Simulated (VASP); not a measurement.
# GaAs (P4/mmm) in VASP: further runs, part 3 of 3

VASP 6.6.1. Earlier steps stand in the parts before.

## (4) Relaxation of cell and atoms, PBE-based screened hybrid

POSCAR reads:

```
GaAs
1.0
    3.8101400000      0.0000000000      0.0000000000
    0.0000000000      3.8101400000      0.0000000000
    0.0000000000      0.0000000000      2.7389100000
Ga As
1 1
Direct
    0.5000000000      0.5000000000      0.5000000000
    0.0000000000      0.0000000000      0.5000000000
```

INCAR.step1 reads:

```
SYSTEM = GaAs
PREC     = Accurate       ! precision mode
ENCUT    = 600            ! plane-wave cutoff, eV
EDIFF    = 1E-5           ! SCF threshold, eV
ISMEAR   = -1             ! smearing method
SIGMA    = 0.05           ! smearing width, eV
LREAL    = .False.        ! projectors in reciprocal space
LASPH    = .True.         ! aspherical terms in the spheres
NELM     = 100            ! most SCF steps
ALGO     = Normal         ! electronic algorithm
LWAVE    = .True.         ! write WAVECAR
LCHARG   = .False.        ! write CHGCAR
GGA      = PE             ! functional
NBANDS   = 16             ! bands
```

INCAR.step2 reads:

```
SYSTEM = GaAs
PREC     = Accurate       ! precision mode
ENCUT    = 600            ! plane-wave cutoff, eV
EDIFF    = 1E-7           ! SCF threshold, eV
ISMEAR   = -1             ! smearing method
SIGMA    = 0.05           ! smearing width, eV
LREAL    = .False.        ! projectors in reciprocal space
LASPH    = .True.         ! aspherical terms in the spheres
NELM     = 100            ! most SCF steps
ALGO     = Normal         ! electronic algorithm
ISIF     = 3              ! what is computed and relaxed
LWAVE    = .False.        ! write WAVECAR
LCHARG   = .False.        ! write CHGCAR
GGA      = PE             ! functional
LHFCALC  = .True.         ! exact exchange
AEXX     = 0.25           ! exact-exchange fraction
HFSCREEN = 0.3            ! screening, 1/A
PRECFOCK = Normal       
IBRION   = 2              ! ionic algorithm
NSW      = 60             ! ionic steps
EDIFFG   = -0.01          ! ionic threshold
ISTART   = 1
```

KPOINTS reads:

```
Automatic mesh
0
Gamma
  4 4 5
  0 0 0
```

Potentials or basis: VASP PAW PBE potentials, release 64 (Ga_d, As).

Started as:

```console
$ cat potpaw_PBE.64/Ga_d/POTCAR potpaw_PBE.64/As/POTCAR > POTCAR
$ cp INCAR.step1 INCAR
$ mpirun -np 1 vasp_std > vasp.out
$ cp INCAR.step2 INCAR
$ mpirun -np 1 vasp_std > vasp.out
```

OUTCAR:

```text
SYSTEM = GaAs
   PREC = Accurate
   ENCUT = 600
   EDIFF = 1E-7
   ISMEAR = -1
   LREAL = .False.
   LASPH = .True.
   NELM = 100
   ISIF = 3
   GGA = PE
   LHFCALC = .True.
   AEXX = 0.25
   HFSCREEN = 0.3
   PRECFOCK = Normal
   IBRION = 2
   NSW = 60
   EDIFFG = -0.01
   ISTART = 1

 ion  position               nearest neighbor table
   1  0.500  0.500  0.500-   2 2.69   2 2.69   2 2.69   2 2.69
   2  0.000  0.000  0.500-   1 2.69   1 2.69   1 2.69   1 2.69

  LATTYP: Found a simple tetragonal cell.
 ALAT       =     3.8101400000
 C/A-ratio  =     0.7188476014

  Lattice vectors:

 A1 = (   3.8101400000,   0.0000000000,   0.0000000000)
 A2 = (   0.0000000000,   3.8101400000,   0.0000000000)
 A3 = (   0.0000000000,   0.0000000000,   2.7389100000)

Analysis of symmetry for initial positions (statically):
=====================================================================
 Subroutine PRICEL returns:
 Original cell was already a primitive cell.

 Routine SETGRP: Setting up the symmetry group for a
 simple tetragonal supercell.

 Subroutine GETGRP returns: Found 16 space group operations
 (whereof 16 operations were pure point group operations)
 out of a pool of 16 trial point group operations.

The static configuration has the point symmetry D_4h.

Analysis of symmetry for dynamics (positions and initial velocities):
=====================================================================
 Subroutine PRICEL returns:
 Original cell was already a primitive cell.

 Routine SETGRP: Setting up the symmetry group for a
 simple tetragonal supercell.

 Subroutine GETGRP returns: Found 16 space group operations
 (whereof 16 operations were pure point group operations)
 out of a pool of 16 trial point group operations.

The dynamic configuration has the point symmetry D_4h.

 Subroutine INISYM returns: Found 16 space group operations
 (whereof 16 operations are pure point group operations),
 and found     1 'primitive' translations

----------------------------------------------------------------------------------------

                                     Primitive cell

  volume of cell :      39.7612

  direct lattice vectors                    reciprocal lattice vectors
     3.810140000  0.000000000  0.000000000     0.262457547  0.000000000  0.000000000
     0.000000000  3.810140000  0.000000000     0.000000000  0.262457547  0.000000000
     0.000000000  0.000000000  2.738910000     0.000000000  0.000000000  0.365108748

  length of vectors
     3.810140000  3.810140000  2.738910000     0.262457547  0.262457547  0.365108748

  position of ions in fractional coordinates (direct lattice)
     0.500000000  0.500000000  0.500000000
     0.000000000  0.000000000  0.500000000

  ion indices of the primitive-cell ions
   primitive index   ion index
                 1           1
                 2           2

----------------------------------------------------------------------------------------

 KPOINTS: Automatic mesh

Automatic generation of k-mesh.
 Grid dimensions read from file:
 generate k-points for:    4    4    5

 Generating k-lattice:

  Cartesian coordinates                     Fractional coordinates (reciprocal lattice)
     0.065614387  0.000000000  0.000000000     0.250000000  0.000000000  0.000000000
     0.000000000  0.065614387  0.000000000     0.000000000  0.250000000  0.000000000
     0.000000000  0.000000000  0.073021750     0.000000000  0.000000000  0.200000000

  Length of vectors
     0.065614387  0.065614387  0.073021750

  Shift w.r.t. Gamma in fractional coordinates (k-lattice)
     0.000000000  0.000000000  0.000000000

 Subroutine IBZKPT returns following result:
 ===========================================

 Found     18 irreducible k-points:

 Following reciprocal coordinates:
            Coordinates               Weight
  0.000000  0.000000  0.000000      1.000000
  0.250000  0.000000  0.000000      4.000000
  0.500000  0.000000  0.000000      2.000000
  0.250000  0.250000  0.000000      4.000000
  0.500000  0.250000  0.000000      4.000000
  0.500000  0.500000  0.000000      1.000000
[... 10 lines left out ...]
  0.500000  0.250000  0.400000      8.000000
  0.500000  0.500000  0.400000      2.000000
   k-points           NKPTS =     18   k-points in BZ     NKDIM =     80   number of bands    NBANDS=     13
   number of dos      NEDOS =    301   number of ions     NIONS =      2
   total plane-waves  NPLWV =  21600
   dimension x,y,z NGX =    30 NGY =   30 NGZ =   24
   dimension x,y,z NGXF=    60 NGYF=   60 NGZF=   48
   ions per type =               1   1
   NGX,Y,Z   is equivalent  to a cutoff of  13.09, 13.09, 14.57 a.u.
   NGXF,Y,Z  is equivalent  to a cutoff of  26.18, 26.18, 29.13 a.u.
 SYSTEM =  GaAs
   PREC   = accura    normal or accurate (medium, high low for compatibility)
   ISTART =      1    job   : 0-new  1-cont  2-samecut
   ICHARG =      0    charge: 1-file 2-atom 10-const
   ISPIN  =      1    spin polarized calculation?
   LNONCOLLINEAR =      F non collinear calculations
   LSORBIT =      F    spin-orbit coupling
   LASPH  =      T    aspherical Exc in radial PAW
   ENCUT  =  600.0 eV  44.10 Ry    6.64 a.u.   7.61  7.61  5.47*2*pi/ulx,y,z
   NELM   =    100;   NELMIN=  2; NELMDL=  0     # of ELM steps
   EDIFF  = 0.1E-06   stopping-criterion for ELM
   LREAL  =      F    real-space projection
   EDIFFG = -.1E-01   stopping-criterion for IOM
   NSW    =     60    number of steps for IOM
   IBRION =      2    ionic relax: 0-MD 1-quasi-New 2-CG
   NFREE  =      1    steps in history (QN), initial steepest desc. (CG)
   ISIF   =      3    stress and relaxation
   ISYM   =      3    0-nonsym 1-usesym 2-fastsym
   POTIM  = 0.5000    time-step for ionic-motion
   TEBEG  =    0.0;   TEEND  =   0.0 temperature during run
   PSTRESS=    0.0 pullay stress
   NELECT =      18.0000    total number of electrons
   NUPDOWN=      -1.0000    fix difference up-down
   EMIN   =  10.00;   EMAX   =-10.00  energy-range for DOS
   EFERMI =   0.00;   METHOD = LEGACY
   ISMEAR =    -1;   SIGMA  =   0.05  broadening in eV -4-tet -1-fermi 0-gaus
   EFERMI_NEDOS =   21; number of points for ismear=-14 and -15
   IALGO  =     38    algorithm
   IMIX   =      1    mixing-type and parameters
     AMIX     =   0.40;   BMIX     =  1.00
     AMIX_MAG =   1.60;   BMIX_MAG =  1.00
  volume/ion in A,a.u.               =      19.88       134.16
  Fermi-wavevector in a.u.,A,eV,Ry     =   1.257030  2.375443 21.498912  1.580125
  Thomas-Fermi vector in A             =   2.390709
   LORBIT       =      0    0 simple, 1 ext, 2 COOP (PROOUT), +10 PAW based schemes
   GGA     = PE    functional components
   LHFCALC =     T    Hartree Fock is set to
   PRECFOCK=normal    Normal, Fast or Accurate (Low or Medium for compatibility)
   ENCUT4O =  -1.0   cutoff for four orbital integrals eV
   NKREDX  =     1    reduce k-point grid by
   NKREDY  =     1    reduce k-point grid by
   NKREDZ  =     1    reduce k-point grid by
   AEXX    =    0.2500 exact exchange contribution
   HFSCREEN=    0.3000 screening length (either q_TF or 0.3 A-1)
   HFSCREENC=   0.3000 screening length for correlation (either q_TF or 0.3 A-1)
   ENCUTFOCK=  -1.0 apply spherical cutoff to Coloumb kernel
   IVDW    =     0    specifies the selected vdW correction
   LEPSILON=     F    determine dielectric tensor
   LRPA    =     F    only Hartree local field effects (RPA)
 conjugate gradient relaxation of ions
 non-spin polarized calculation
  energy-cutoff  :      600.00
  volume of cell :       39.76
 maximum number of plane-waves:      1347
  NGX = 24; NGY = 24; NGZ = 18

--------------------------------------- Ionic step        1  -------------------------------------------

 number of electron      18.0000020 magnetization

 Free energy of the ion-electron system (eV)
  ---------------------------------------------------
  ext. energy  EPLUGINS =         0.00000000
  ---------------------------------------------------
  free energy    TOTEN  =        -8.32496424 eV

  energy without entropy =       -8.31766656  energy(sigma->0) =       -8.32131540

------------------------ aborting loop because EDIFF is reached ----------------------------------------

  FORCE on cell =-STRESS in cart. coord.  units (eV):
  Direction    XX          YY          ZZ          XY          YZ          ZX
  --------------------------------------------------------------------------------------
  -------------------------------------------------------------------------------------
  Total        1.3146740      1.3146740     -2.9280372      0.0000000     -0.0000000      0.0000000
  in kB       52.9747646     52.9747646   -117.9852018      0.0000000     -0.0000000      0.0000000
  external PRESSURE =      -4.0118909 kB  Pullay stress =       0.0000000 kB
[... 129 lines left out ...]
  energy  without entropy=       -8.5102840065  energy(sigma->0) =       -8.51394035

--------------------------------------- Ionic step        5  -------------------------------------------

 number of electron      17.9999989 magnetization

 Free energy of the ion-electron system (eV)
  ---------------------------------------------------
  ext. energy  EPLUGINS =         0.00000000
  ---------------------------------------------------
  free energy    TOTEN  =        -8.51759820 eV

  energy without entropy =       -8.51028423  energy(sigma->0) =       -8.51394122

 E-fermi :   5.5513     XC(G=0):  -8.9027

 val. band max:        5.0786872604   @ k =   0.2500   0.2500   0.2000
 cond. band min:       5.6252250693   @ k =   0.2500   0.0000   0.4000
 fundamental gap:      0.5465378089
 Fermi energy:         5.5513271353

 k-point     1 :       0.0000    0.0000    0.0000
  band No.  band energies     occupation
      1     -12.5623      2.00000
      2     -12.2169      2.00000
      3     -12.2079      2.00000
      4     -12.0049      2.00000
      5     -12.0049      2.00000
      6      -9.8333      2.00000
      7      -0.5581      2.00000
      8       1.7417      2.00000
      9       1.7418      2.00000
     10       8.6692      0.00000
     11      11.8321      0.00000
     12      11.8321      0.00000
     13      13.8701      0.00000
[... 299 lines left out ...]
  FREE ENERGIE OF THE ION-ELECTRON SYSTEM (eV)
  ---------------------------------------------------
  free  energy   TOTEN  =        -8.5175981972 eV

  energy  without entropy=       -8.5102842332  energy(sigma->0) =       -8.51394122

 reached required accuracy - stopping structural energy minimisation
```

It took 56 min on 1 thread of Intel Xeon Platinum 8488C (Sapphire Rapids), shared host; peak memory 0.28 GiB.

What came out:

| Item | Value |
| --- | --- |
| Free energy | -8.5176 eV |
| Relaxed volume | 19.62 Å³/atom |
| Relaxed cell | a = 3.933 Å, b = 3.933 Å, c = 2.537 Å, α = 90.00°, β = 90.00°, γ = 90.00° |
| Space group after relaxing (to 0.05 Å) | P4/mmm (No. 123) |
| Energy gained by relaxing | 96.3 meV/atom |
| Ionic steps | 5 |
| Pressure after relaxing | 0.0 GPa |
| Band gap on the k mesh | zero (band 9 reaches 6.56 eV, above the bottom of band 10 at 2.43 eV) |

Stress tensor (GPa, compression positive):
```
-0.06  0.00  0.00
 0.00 -0.06  0.00
 0.00  0.00  0.06
```

The path:
```tsv
step	energy change (eV)	largest force (eV/Å)	pressure (GPa)	volume (Å³)
1	0.0000	0.0000	-0.40	39.76
2	-0.1922	0.0000	-0.25	39.33
3	-0.1926	0.0000	-0.12	39.31
4	-0.1926	0.0000	0.06	39.23
5	-0.1926	0.0000	-0.02	39.24
```

Final structure:
```
CELL_PARAMETERS angstrom
3.93316 0.00000 0.00000
0.00000 3.93316 0.00000
0.00000 0.00000 2.53681
ATOMIC_POSITIONS crystal
Ga 0.50000 0.50000 0.50000
As 0.00000 0.00000 0.50000
```

Caveat: the k points lie up to 0.50 Å⁻¹ apart in the final cell; the PAW data sets were made with another functional, which shifts forces and pressure a little.

## (5) Summary

| task | level | cell | k mesh | cutoff (eV) | smearing | grid for exact exchange (PRECFOCK) | share of exact exchange | screening parameter | gap on the mesh (eV) | pressure (GPa) |
| --- | --- | --- | --- | --- | --- | --- | --- | --- | --- | --- |
| single point | PBE | as given | 7 × 7 × 10 | 520 | fermi-dirac 0.05 eV | - | - | - | none | 0.3 |
| single point | PBE | as given | 4 × 4 × 6 | 500 | fermi-dirac 0.03 eV | - | - | - | none | -0.1 |
| relaxation of cell and atoms | PBE-based screened hybrid | relaxed | 4 × 4 × 5 | 600 | fermi-dirac 0.05 eV | Normal | 0.25 | 0.3 1/Å | none | 0.0 |

Alike in all rows: potentials or basis VASP PAW PBE potentials, release 64 (Ga_d, As); no spin polarisation.

Caveats: some runs use coarse meshes; the PAW data sets were made with another functional, which shifts forces and pressure a little (some runs).

Total energies depend on the potentials used, so only differences within one code and one set of settings carry meaning.
